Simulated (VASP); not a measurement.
Al32N31 (a cell with a defect): single point with PBEsol

System: Al32N31 (a cell with a defect).

```
Al N
1.0
     8.75544    0.00000    0.00000
     0.00000    8.75544    0.00000
     0.00000    0.00000    8.75544
Al N
32 31
Cartesian
  8.7539 0.0005 0.0070
  8.7553 0.0017 4.3801
  8.7554 4.3733 0.0086
  0.0040 4.3775 4.3836
  4.3717 0.0014 0.0082
  4.3749 0.0055 4.3838
  4.3750 4.3775 0.0123
  4.3426 4.3453 4.3515
  2.1856 2.1875 0.0071
  2.1833 2.1854 4.3794
  2.1830 6.5712 0.0089
  2.1800 6.5648 4.3836
  6.5694 2.1846 0.0092
  6.5625 2.1816 4.3833
  6.5629 6.5654 0.0115
  6.5944 6.5972 4.3538
  2.1857 0.0003 2.1940
  2.1830 0.0024 6.5780
  2.1833 4.3728 2.1920
  2.1802 4.3771 6.5712
  6.5692 0.0023 2.1915
  6.5629 0.0044 6.5717
  6.5626 4.3769 2.1886
  6.5965 4.3456 6.6053
  8.7540 2.1874 2.1941
  0.0006 2.1847 6.5779
  0.0004 6.5712 2.1917
  0.0029 6.5655 6.5716
  4.3710 2.1853 2.1920
  4.3745 2.1816 6.5709
  4.3747 6.5646 2.1881
  4.3455 6.5967 6.6032
  1.0932 1.0952 1.1018
  1.0934 1.0945 5.4768
  1.0931 5.4703 1.1017
  1.0932 5.4728 5.4793
  5.4684 1.0944 1.1014
  5.4710 1.0949 5.4790
  5.4709 5.4724 1.1013
  3.2839 3.2858 1.1019
  3.2895 3.2913 5.4819
  3.2838 7.6595 1.1010
  3.2892 7.6539 5.4741
  7.6576 3.2856 1.1018
  7.6525 3.2907 5.4736
  7.6578 7.6598 1.1016
  7.6525 7.6544 5.4828
  3.2839 1.0954 3.2922
  3.2840 1.0944 7.6662
  3.2892 5.4754 3.2975
  3.2894 5.4673 7.6603
  7.6577 1.0949 3.2923
  7.6579 1.0948 7.6664
  7.6518 5.4673 3.2979
  7.6530 5.4765 7.6615
  1.0934 3.2859 3.2925
  1.0931 3.2857 7.6664
  1.0930 7.6598 3.2923
  1.0932 7.6598 7.6664
  5.4737 3.2915 3.2983
  5.4653 3.2901 7.6609
  5.4655 7.6542 3.2967
  5.4747 7.6538 7.6606
```

```yaml
Program: VASP 6.6.1
Task: single point
Functional: PBEsol
Potentials_or_basis: VASP PAW PBE potentials, release 64 (Al, N)
Cutoff: 520 eV
k_mesh: 1 × 1 × 1, shifted
Occupations: fermi-dirac, width 0.05 eV
Spin: no spin polarisation
Dipole_correction: no
Charge: 1
Further_INCAR_settings: LREAL = Auto; ALGO = Normal; EDIFF = 1e-07; NBANDS = 162; ISYM = 0; NELECT = 250.0
```

```json
{"Largest force": "0.058 eV/Å"}
```

Forces in eV/Å, atoms in the order of the input:
```
Al   0.021  0.017  0.022
Al   0.027  0.028 -0.021
Al   0.030 -0.012  0.029
Al   0.005  0.010  0.018
Al  -0.014  0.029  0.023
Al   0.021  0.013  0.008
Al   0.022  0.003  0.007
Al   0.015  0.004  0.007
Al   0.023  0.016  0.021
Al   0.017  0.015 -0.011
Al   0.024 -0.015  0.016
Al   0.025  0.028  0.020
Al  -0.013  0.023  0.021
Al   0.036  0.032  0.026
Al   0.034  0.018  0.037
Al   0.008  0.000 -0.018
Al   0.020  0.022  0.015
Al   0.028  0.010 -0.012
Al   0.016 -0.013  0.012
Al   0.021  0.017  0.032
Al  -0.007  0.018  0.022
Al   0.033  0.044  0.020
Al   0.031  0.022  0.028
Al  -0.001 -0.013 -0.005
Al   0.021  0.021  0.020
Al   0.018  0.021 -0.014
Al   0.014 -0.012  0.021
Al   0.035  0.019  0.025
Al  -0.007  0.016  0.011
Al   0.031  0.025  0.033
Al   0.026  0.028  0.027
Al  -0.018  0.001  0.003
N   -0.018 -0.021 -0.021
N   -0.024 -0.013  0.041
N   -0.021  0.040 -0.021
N   -0.026 -0.018 -0.018
N    0.036 -0.013 -0.017
N   -0.027 -0.030 -0.014
N   -0.024 -0.014 -0.022
N   -0.016 -0.015 -0.015
N   -0.027 -0.020  0.021
N   -0.019 -0.021 -0.016
N   -0.017 -0.021 -0.004
N   -0.020 -0.019 -0.026
N   -0.023 -0.014  0.003
N   -0.024 -0.025 -0.032
N   -0.030 -0.026  0.013
N   -0.017 -0.017 -0.014
N   -0.020 -0.015 -0.021
N   -0.022  0.026 -0.017
N   -0.019  0.000 -0.019
N   -0.022 -0.023 -0.018
N   -0.027 -0.032 -0.026
N   -0.021  0.002 -0.016
N   -0.030  0.012 -0.029
N   -0.015 -0.018 -0.019
N   -0.020 -0.016 -0.026
N   -0.018 -0.026 -0.017
N   -0.036 -0.024 -0.024
N    0.012 -0.023 -0.026
N   -0.004 -0.006 -0.022
N   -0.010 -0.024 -0.002
N    0.007 -0.020 -0.021
```

Levels at points of the mesh, in eV from the Fermi level:
```csv
k point,band 123,band 124,band 125,band 126,band 127,band 128
"(0.25, 0.25, 0.25)",-1.84,-1.84,-1.22,2.03,2.14,2.14
```

It took 29 min on 1 thread of Intel Xeon 8259CL, with other jobs on the host, peak memory 0.82 GiB.

Caveat: the cell carries a net charge on a neutralising background, which shifts energy and pressure; the cell is charged against a uniform background, so pressure and absolute levels hang on convention; the PAW data sets were made with another functional, which shifts forces and pressure a little.
